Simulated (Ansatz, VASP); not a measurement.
Ga: VASP beside Ansatz

```
Ga
1.0
    -1.69477    1.69477    1.69477
     1.69477   -1.69477    1.69477
     1.69477    1.69477   -1.69477
Ga
1
Direct
  0.00000 0.00000 0.00000
```

Alike in both runs: task single point; functional PBE; k mesh 18 × 18 × 18; occupations gaussian, width 0.05 eV; no spin polarisation.

|  | VASP | Ansatz |
| --- | --- | --- |
| version | VASP 6.6.1 | Ansatz 0.2.0 |
| potentials or method | VASP PAW PBE potentials, release 64 (Ga_d), cutoff 520 eV | scalar-relativistic, plane waves, PAW |
| valence electrons in the cell | 13 | 13 |

```tsv
	VASP	Ansatz	Ansatz less VASP
pressure (GPa)	-0.6	-0.7	-0.05
```

With one functional, cell and mesh, what is left measures potentials, basis and numerics.
